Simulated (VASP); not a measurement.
# Be2Se (Fm-3m) in VASP: a series of runs

Runs on Be2Se. Level: PBE. Tasks: single point, relaxation of cell and atoms.

Program: VASP 6.6.1. These are calculated values, not measurements. Logs are shortened: lines on timing, memory, paths and dates and some standing lists are left out, and cuts for length are marked.

## 1. The cell of the first run

Symmetry: Fm-3m, No. 225, cubic system. Conventional cell: a = 5.681 Å, b = 5.681 Å, c = 5.681 Å, α = 90.00°, β = 90.00°, γ = 90.00°. Within 3.2 Å of Be (site symmetry -43m) lie 4 Se at 2.46 Å and 6 Be at 2.84 Å. Se (site symmetry m-3m) has 8 Be at 2.46 Å within 3.2 Å.

The cell was built from a structure type or drawn by symmetry, and may not be a known phase.

## 2. Single point, PBE

File INCAR:

```
SYSTEM = Be2Se
PREC     = Accurate       ! precision mode
ENCUT    = 520            ! plane-wave cutoff, eV
EDIFF    = 1E-7           ! SCF threshold, eV
ISMEAR   = 0              ! smearing method
SIGMA    = 0.1            ! smearing width, eV
LREAL    = .FALSE.        ! projectors in reciprocal space
LASPH    = .TRUE.         ! aspherical terms in the spheres
NELM     = 60             ! most SCF steps
ALGO     = Normal         ! electronic algorithm
ISIF     = 2              ! what is computed and relaxed
LWAVE    = .FALSE.        ! write WAVECAR
LCHARG   = .FALSE.        ! write CHGCAR
GGA      = PE             ! functional
NBANDS   = 12             ! bands
```

File KPOINTS:

```
regular mesh
0
G
  6 6 6
  0 0 0
```

File POSCAR:

```
Be2Se
1.0
    0.0000000000      2.8405382639      2.8405382639
    2.8405382639      0.0000000000      2.8405382639
    2.8405382639      2.8405382639      0.0000000000
Be Se
2 1
Direct
    0.7500000000      0.7500000000      0.7500000000
    0.2500000000      0.2500000000      0.2500000000
    0.0000000000      0.0000000000      0.0000000000
```

Potentials or basis: VASP PAW PBE potentials, release 64 (Be, Se).

The run is started by

```bash
$ cat potpaw_PBE.64/Be/POTCAR potpaw_PBE.64/Se/POTCAR > POTCAR
$ mpirun -np 1 vasp_std > vasp.out
```

OUTCAR:

```text
SYSTEM = Be2Se
   PREC = Accurate
   ENCUT = 520
   EDIFF = 1E-7
   ISMEAR = 0
   LREAL = .FALSE.
   LASPH = .TRUE.
   NELM = 60
   ISIF = 2
   GGA = PE

 ion  position               nearest neighbor table
   1  0.750  0.750  0.750-   3 2.46   3 2.46   3 2.46   3 2.46
   2  0.250  0.250  0.250-   3 2.46   3 2.46   3 2.46   3 2.46
   3  0.000  0.000  0.000-   1 2.46   1 2.46   1 2.46   1 2.46   2 2.46   2 2.46   2 2.46   2 2.46

  LATTYP: Found a face centered cubic cell.
 ALAT       =     5.6810765278

  Lattice vectors:

 A1 = (   0.0000000000,   2.8405382639,   2.8405382639)
 A2 = (   2.8405382639,   0.0000000000,   2.8405382639)
 A3 = (   2.8405382639,   2.8405382639,   0.0000000000)

Analysis of symmetry for initial positions (statically):
=====================================================================
 Subroutine PRICEL returns:
 Original cell was already a primitive cell.

 Routine SETGRP: Setting up the symmetry group for a
 face centered cubic supercell.

 Subroutine GETGRP returns: Found 48 space group operations
 (whereof 48 operations were pure point group operations)
 out of a pool of 48 trial point group operations.

The static configuration has the point symmetry O_h .

Analysis of symmetry for dynamics (positions and initial velocities):
=====================================================================
 Subroutine PRICEL returns:
 Original cell was already a primitive cell.

 Routine SETGRP: Setting up the symmetry group for a
 face centered cubic supercell.

 Subroutine GETGRP returns: Found 48 space group operations
 (whereof 48 operations were pure point group operations)
 out of a pool of 48 trial point group operations.

The dynamic configuration has the point symmetry O_h .

 Subroutine INISYM returns: Found 48 space group operations
 (whereof 48 operations are pure point group operations),
 and found     1 'primitive' translations

----------------------------------------------------------------------------------------

                                     Primitive cell

  volume of cell :      45.8387

  direct lattice vectors                    reciprocal lattice vectors
     0.000000000  2.840538264  2.840538264    -0.176022976  0.176022976  0.176022976
     2.840538264  0.000000000  2.840538264     0.176022976 -0.176022976  0.176022976
     2.840538264  2.840538264  0.000000000     0.176022976  0.176022976 -0.176022976

  length of vectors
     4.017127737  4.017127737  4.017127737     0.304880739  0.304880739  0.304880739

  position of ions in fractional coordinates (direct lattice)
     0.750000000  0.750000000  0.750000000
     0.250000000  0.250000000  0.250000000
     0.000000000  0.000000000  0.000000000

  ion indices of the primitive-cell ions
   primitive index   ion index
                 1           1
                 2           2
                 3           3

----------------------------------------------------------------------------------------

 KPOINTS: regular mesh

Automatic generation of k-mesh.
 Grid dimensions read from file:
 generate k-points for:    6    6    6

 Generating k-lattice:

  Cartesian coordinates                     Fractional coordinates (reciprocal lattice)
    -0.029337163  0.029337163  0.029337163     0.166666667  0.000000000  0.000000000
     0.029337163 -0.029337163  0.029337163     0.000000000  0.166666667  0.000000000
     0.029337163  0.029337163 -0.029337163     0.000000000  0.000000000  0.166666667

  Length of vectors
     0.050813456  0.050813456  0.050813456

  Shift w.r.t. Gamma in fractional coordinates (k-lattice)
     0.000000000  0.000000000  0.000000000

 Subroutine IBZKPT returns following result:
 ===========================================

 Found     16 irreducible k-points:

 Following reciprocal coordinates:
            Coordinates               Weight
  0.000000  0.000000  0.000000      1.000000
  0.166667  0.000000  0.000000      8.000000
  0.333333  0.000000  0.000000      8.000000
  0.500000  0.000000  0.000000      4.000000
  0.166667  0.166667  0.000000      6.000000
[... 51 lines left out ...]
  band No.  band energies     occupation
      1      -9.6699      2.00000
      2      -2.8491      2.00000
      3       0.8997      2.00000
      4       0.8997      2.00000
      5       4.2418      2.00000
      6       6.2877      0.00000
      7       6.2877      0.00000
      8       9.8952      0.00000
      9      11.6551      0.00000
     10      12.1013      0.00000
     11      12.1013      0.00000
     12      12.2792      0.00000

 k-point     5 :       0.1667    0.1667    0.0000
  band No.  band energies     occupation
      1     -10.2624      2.00000
      2       0.1488      2.00000
      3       0.9861      2.00000
      4       0.9861      2.00000
      5       5.1279      2.00000
      6       5.4142      2.00000
      7       6.7719      0.00000
      8       6.7719      0.00000
      9       8.9319      0.00000
     10      10.8996      0.00000
     11      12.1829      0.00000
     12      12.1829      0.00000
[... 108 lines left out ...]
      1      -9.3919      2.00000
      2      -2.3857      2.00000
      3      -0.4521      2.00000
      4      -0.4521      2.00000
      5       4.0601      2.00000
      6       4.3907      2.00000
      7      11.6669      0.00000
      8      11.6669      0.00000
      9      11.8059      0.00000
     10      11.8059      0.00000
     11      12.1673      0.00000
     12      13.9347      0.00000

 k-point    14 :       0.5000    0.3333    0.1667
  band No.  band energies     occupation
      1      -9.6256      2.00000
      2      -1.9217      2.00000
      3      -0.7661      2.00000
      4       0.1471      2.00000
      5       6.0277      0.00455
      6       6.0278      0.00453
      7       6.8055      0.00000
      8       9.1384      0.00000
      9      10.7018      0.00000
     10      11.7506      0.00000
     11      12.3353      0.00000
     12      14.1881      0.00000

 k-point    15 :      -0.3333    0.3333    0.1667
  band No.  band energies     occupation
      1      -9.4548      2.00000
      2      -2.1653      2.00000
      3      -1.1783      2.00000
      4      -0.2149      2.00000
      5       6.0356      0.00319
      6       6.3740      0.00000
      7       8.6126      0.00000
      8       8.6486      0.00000
      9       9.6148      0.00000
     10      12.2038      0.00000
     11      12.6206      0.00000
     12      13.2327      0.00000

 k-point    16 :      -0.3333    0.5000    0.1667
  band No.  band energies     occupation
      1      -9.3801      2.00000
      2      -2.0407      2.00000
      3      -1.1355      2.00000
      4      -0.7940      2.00000
      5       5.6127      1.99758
      6       5.8249      1.02491
      7       8.8594      0.00000
      8       8.9840      0.00000
      9      11.8954      0.00000
     10      12.0872      0.00000
     11      12.6376      0.00000
     12      13.4456      0.00000

------------------------ aborting loop because EDIFF is reached ----------------------------------------

  FORCE on cell =-STRESS in cart. coord.  units (eV):
  Direction    XX          YY          ZZ          XY          YZ          ZX
  --------------------------------------------------------------------------------------
  -------------------------------------------------------------------------------------
  Total        0.0461963      0.0461963      0.0461963      0.0000000      0.0000000      0.0000000
  in kB        1.6146780      1.6146780      1.6146780      0.0000000      0.0000000      0.0000000
  external PRESSURE =       1.6146780 kB  Pullay stress =       0.0000000 kB

 VOLUME and BASIS-vectors are now :
 -----------------------------------------------------------------------------
  energy-cutoff  :      520.00
  volume of cell :       45.84
      direct lattice vectors                 reciprocal lattice vectors
     0.000000000  2.840538264  2.840538264    -0.176022976  0.176022976  0.176022976
     2.840538264  0.000000000  2.840538264     0.176022976 -0.176022976  0.176022976
     2.840538264  2.840538264  0.000000000     0.176022976  0.176022976 -0.176022976

 POSITION                                       TOTAL-FORCE (eV/Angst)
 -----------------------------------------------------------------------------------
      4.26081      4.26081      4.26081        -0.000000      0.000000     -0.000000
      1.42027      1.42027      1.42027         0.000000      0.000000      0.000000
      0.00000      0.00000      0.00000         0.000000     -0.000000      0.000000
 -----------------------------------------------------------------------------------
    total drift:                                0.000000     -0.000000     -0.000000

  FREE ENERGIE OF THE ION-ELECTRON SYSTEM (eV)
  ---------------------------------------------------
  free  energy   TOTEN  =        -8.7279088976 eV

  energy  without entropy=       -8.7233830362  energy(sigma->0) =       -8.72564597
```

Wall time 15 s (1 thread of Intel Xeon 8259CL, shared host); peak memory 0.16 GiB.

Results:

```
Free energy            : -8.7279 eV
Pressure               : 0.2 GPa
Band gap on the k mesh : zero (bands 5 and 6 overlap by 1.64 eV)
```

## 3. Single point, PBE

This run uses another cell than the first one, of 17.92 Å³/atom.

File INCAR:

```
SYSTEM = Be2Se
PREC     = Accurate       ! precision mode
ENCUT    = 520            ! plane-wave cutoff, eV
EDIFF    = 1E-7           ! SCF threshold, eV
ISMEAR   = 0              ! smearing method
SIGMA    = 0.1            ! smearing width, eV
LREAL    = .False.        ! projectors in reciprocal space
LASPH    = .True.         ! aspherical terms in the spheres
NELM     = 100            ! most SCF steps
ALGO     = Normal         ! electronic algorithm
ISIF     = 2              ! what is computed and relaxed
LWAVE    = .False.        ! write WAVECAR
LCHARG   = .True.         ! write CHGCAR
GGA      = PE             ! functional
LELF     = .True.         ! ELF
LVHAR    = .True.       
NBANDS   = 12             ! bands
```

File KPOINTS:

```
Automatic mesh
0
Gamma
  6 6 6
  0 0 0
```

File POSCAR:

```
Be2Se
1.0
    0.0000000000      2.9954649900      2.9954649900
    2.9954649900      0.0000000000      2.9954649900
    2.9954649900      2.9954649900      0.0000000000
Be Se
2 1
Direct
    0.7500000000      0.7500000000      0.7500000000
    0.2500000000      0.2500000000      0.2500000000
    0.0000000000      0.0000000000      0.0000000000
```

Potentials or basis: VASP PAW PBE potentials, release 64 (Be, Se).

The run is started by

```bash
$ cat potpaw_PBE.64/Be/POTCAR potpaw_PBE.64/Se/POTCAR > POTCAR
$ mpirun -np 1 vasp_std > vasp.out
```

Wall time 18 s (1 thread of Intel Xeon 8259CL, shared host); peak memory 0.17 GiB.

Results (log left out):

```
Free energy            : -8.5510 eV
Pressure               : -6.3 GPa
Band gap on the k mesh : zero (bands 5 and 6 overlap by 1.42 eV)
```

Levels at points of the mesh, in eV from the Fermi level:
```csv
k point,band 2,band 3,band 4,band 5,band 6,band 7,band 8,band 9
"(0.00, 0.00, 0.00)",-3.63,-3.63,-3.63,-2.53,0.02,0.02,0.02,3.19
"(0.50, 0.00, 0.00)",-7.63,-4.39,-4.39,-1.80,0.78,0.78,3.79,4.57
"(0.50, 0.50, 0.00)",-7.30,-5.49,-5.49,-1.36,-1.33,4.91,5.15,5.15
```

Caveat: the cell stands under tension.

## 4. Relaxation of cell and atoms, PBE

This run uses another cell than the first one, of 17.92 Å³/atom.

File INCAR:

```
SYSTEM = Be2Se
PREC = Accurate
ENCUT = 600
EDIFF = 1E-6
ISMEAR = 0
SIGMA = 0.1
LREAL = .False.
LASPH = .True.
NELM = 80
ALGO = Normal
ISIF = 3
LWAVE = .False.
LCHARG = .False.
GGA = PE
IBRION = 2
NSW = 90
EDIFFG = -0.04
```

File KPOINTS:

```
regular mesh
0
Gamma
  6 6 6
  0 0 0
```

POSCAR is that of step 3.

The run is started by

```bash
$ cat potpaw_PBE.64/Be/POTCAR potpaw_PBE.64/Se/POTCAR > POTCAR
$ mpirun -np 1 vasp_std > vasp.out
```

It took 43 s on 1 thread of Intel Xeon 8259CL, shared host; peak memory 0.21 GiB.

It converged, with:

- Free energy: -8.7279 eV
- Relaxed volume: 15.43 Å³/atom
- Relaxed cell: a = 4.030 Å, b = 4.030 Å, c = 4.030 Å, α = 60.00°, β = 60.00°, γ = 60.00°
- Space group after relaxing (to 0.1 Å): Fm-3m (No. 225)
- Energy gained by relaxing: 59.0 meV/atom
- Ionic steps: 3
- Pressure after relaxing: -0.4 GPa
- Band gap on the k mesh: zero (bands 5 and 6 overlap by 1.63 eV)

The path:
```csv
step,energy change (eV),largest force (eV/Å),pressure (GPa),volume (Å³)
1,0.0000,0.0000,-6.32,53.76
2,-0.1560,0.0000,-2.64,48.44
3,-0.1769,0.0000,-0.35,46.28
```

Final structure:
```yaml
crystal:
  lattice:
    - [0.00000, 2.84964, 2.84964]
    - [2.84964, 0.00000, 2.84964]
    - [2.84964, 2.84964, 0.00000]
  atoms:
    - { symbol: Be, position: [0.75000, 0.75000, 0.75000] }
    - { symbol: Be, position: [0.25000, 0.25000, 0.25000] }
    - { symbol: Se, position: [0.00000, 0.00000, 0.00000] }
```

Levels at points of the mesh, in eV from the Fermi level:
| k point | band 2 | band 3 | band 4 | band 5 | band 6 | band 7 | band 8 | band 9 |
| --- | --- | --- | --- | --- | --- | --- | --- | --- |
| (0.00, 0.00, 0.00) | -3.97 | -3.97 | -3.97 | -2.04 | -0.32 | -0.32 | -0.32 | 4.11 |
| (0.50, 0.00, 0.00) | -8.61 | -4.89 | -4.89 | -1.60 | 0.48 | 0.48 | 4.05 | 5.75 |
| (0.50, 0.50, 0.00) | -8.16 | -6.23 | -6.23 | -1.74 | -1.43 | 5.81 | 5.83 | 5.93 |

## 5. Single point, PBE

This run uses another cell than the first one, of 15.52 Å³/atom.

File INCAR:

```
PREC = Accurate ; ENCUT = 520
EDIFF = 1E-6 ; ISMEAR = 0
SIGMA = 0.1 ; LREAL = False
LASPH = True ; NELM = 60
ALGO = Normal ; ISIF = 2
LWAVE = False ; LCHARG = False
GGA = PE ; NBANDS = 12
```

File KPOINTS:

```
regular mesh
0
Gamma
  14 14 14
```

File POSCAR:

```
Be2Se
1.0
    0.0000000000      2.8554646428      2.8554646428
    2.8554646428      0.0000000000      2.8554646428
    2.8554646428      2.8554646428      0.0000000000
Be Se
2 1
Direct
    0.7500000000      0.7500000000      0.7500000000
    0.2500000000      0.2500000000      0.2500000000
    0.0000000000      0.0000000000      0.0000000000
```

The run is started by

```bash
$ cat potpaw_PBE.64/Be/POTCAR potpaw_PBE.64/Se/POTCAR > POTCAR
$ mpirun -np 1 vasp_std > vasp.out
```

Wall time 71 s (1 thread of Intel Xeon 8259CL, shared host); peak memory 0.21 GiB.

The run converged. Its results:

| Property | Result |
| --- | --- |
| Free energy | -8.7813 eV |
| Pressure | 0.1 GPa |
| Band gap on the k mesh | zero (bands 5 and 6 overlap by 2.23 eV) |

Levels at points of the mesh, in eV from the Fermi level:
| k point | band 1 | band 2 | band 3 | band 4 | band 5 | band 6 | band 7 | band 8 | band 9 | band 10 |
| --- | --- | --- | --- | --- | --- | --- | --- | --- | --- | --- |
| (0.00, 0.00, 0.00) | -15.93 | -3.67 | -3.67 | -3.67 | -1.78 | -0.02 | -0.02 | -0.02 | 4.36 | 5.81 |
| (0.50, 0.00, 0.00) | -15.13 | -8.28 | -4.58 | -4.58 | -1.33 | 0.78 | 0.78 | 4.32 | 5.98 | 6.49 |
| (0.50, 0.50, 0.00) | -14.86 | -7.83 | -5.91 | -5.91 | -1.44 | -1.15 | 6.08 | 6.08 | 6.18 | 6.18 |

## 6. Relaxation of cell and atoms, PBE

File INCAR:

```
PREC     = Accurate       # precision mode
ENCUT    = 600            # plane-wave cutoff, eV
EDIFF    = 1E-6           # SCF threshold, eV
ISMEAR   = 0              # smearing method
SIGMA    = 0.1            # smearing width, eV
LREAL    = F              # projectors in reciprocal space
LASPH    = T              # aspherical terms in the spheres
NELM     = 80             # most SCF steps
ALGO     = Normal         # electronic algorithm
ISIF     = 3              # what is computed and relaxed
LWAVE    = F              # write WAVECAR
LCHARG   = F              # write CHGCAR
GGA      = PE             # functional
IBRION   = 2              # ionic algorithm
NSW      = 100            # ionic steps
EDIFFG   = -0.01          # ionic threshold
```

KPOINTS is that of step 5.

File POSCAR:

```
Be2Se
1.0
    0.0000000000      2.8405382639      2.8405382639
    2.8405382639      0.0000000000      2.8405382639
    2.8405382639      2.8405382639      0.0000000000
Be Se
2 1
Direct
    0.7500000000      0.7500000000      0.7500000000
    0.2500000000      0.2500000000      0.2500000000
    0.0000000000      0.0000000000      0.0000000000
```

Potentials or basis: VASP PAW PBE potentials, release 64 (Be, Se).

The run is started by

```bash
$ cat potpaw_PBE.64/Be/POTCAR potpaw_PBE.64/Se/POTCAR > POTCAR
$ mpirun -np 1 vasp_std > vasp.out
```

Wall time 1.8 min (1 thread of Intel Xeon 8259CL, shared host); peak memory 0.23 GiB.

The run converged. Its results:

```yaml
Free_energy: -8.7814 eV
Relaxed_volume: 15.54 Å³/atom
Relaxed_cell: a = 4.040 Å, b = 4.040 Å, c = 4.040 Å, α = 60.00°, β = 60.00°, γ = 60.00°
Space_group_after_relaxing_to_0.1_Å: Fm-3m (No. 225)
Energy_gained_by_relaxing: 0.7 meV/atom
Ionic_steps: 3
Pressure_after_relaxing: 0.0 GPa
Band_gap_on_the_k_mesh: zero (bands 5 and 6 overlap by 2.23 eV)
```

The path:
```csv
step,energy change (eV),largest force (eV/Å),pressure (GPa),volume (Å³)
1,0.0000,0.0000,0.89,45.84
2,-0.0020,0.0000,0.24,46.41
3,-0.0021,0.0000,0.00,46.62
```

Final structure:
```cif
data_structure
_symmetry_space_group_name_H-M 'P 1'
_symmetry_Int_Tables_number 1
_cell_length_a 4.0398
_cell_length_b 4.0398
_cell_length_c 4.0398
_cell_angle_alpha 60.000
_cell_angle_beta 60.000
_cell_angle_gamma 60.000
_cell_volume 46.62
loop_
_atom_site_label
_atom_site_type_symbol
_atom_site_fract_x
_atom_site_fract_y
_atom_site_fract_z
_atom_site_occupancy
Be1 Be 0.75000 0.75000 0.75000 1
Be2 Be 0.25000 0.25000 0.25000 1
Se1 Se 0.00000 0.00000 0.00000 1
```

Levels at points of the mesh, in eV from the Fermi level:
| k point | band 1 | band 2 | band 3 | band 4 | band 5 | band 6 | band 7 | band 8 | band 9 |
| --- | --- | --- | --- | --- | --- | --- | --- | --- | --- |
| (0.00, 0.00, 0.00) | -15.92 | -3.66 | -3.66 | -3.66 | -1.79 | -0.01 | -0.01 | -0.01 | 4.35 |
| (0.50, 0.00, 0.00) | -15.12 | -8.27 | -4.58 | -4.58 | -1.33 | 0.78 | 0.78 | 4.32 | 5.97 |
| (0.50, 0.50, 0.00) | -14.85 | -7.83 | -5.90 | -5.90 | -1.44 | -1.14 | 6.08 | 6.08 | 6.17 |

## 7. Overview

```tsv
task	cell	k mesh	cutoff (eV)	gap on the mesh (eV)	pressure (GPa)	relaxed volume (Å³/atom)
single point	a = 4.017 Å, angles 60.0°, 3 atoms	6 × 6 × 6	520	none	0.2	-
single point	a = 4.236 Å, angles 60.0°, 3 atoms	6 × 6 × 6	520	none	-6.3	-
relaxation of cell and atoms	relaxed from a = 4.236 Å, angles 60.0°, 3 atoms	6 × 6 × 6	600	none	-0.4	15.43
single point	a = 4.038 Å, angles 60.0°, 3 atoms	14 × 14 × 14	520	none	0.1	-
relaxation of cell and atoms	relaxed from a = 4.017 Å, angles 60.0°, 3 atoms	14 × 14 × 14	600	none	0.0	15.54
```

Alike in all rows: level PBE; potentials or basis VASP PAW PBE potentials, release 64 (Be, Se); no spin polarisation; smearing gaussian 0.1 eV.

Caveats: the cell stands under tension (at least some runs).

Absolute energies hang on the potentials; compare differences alone.
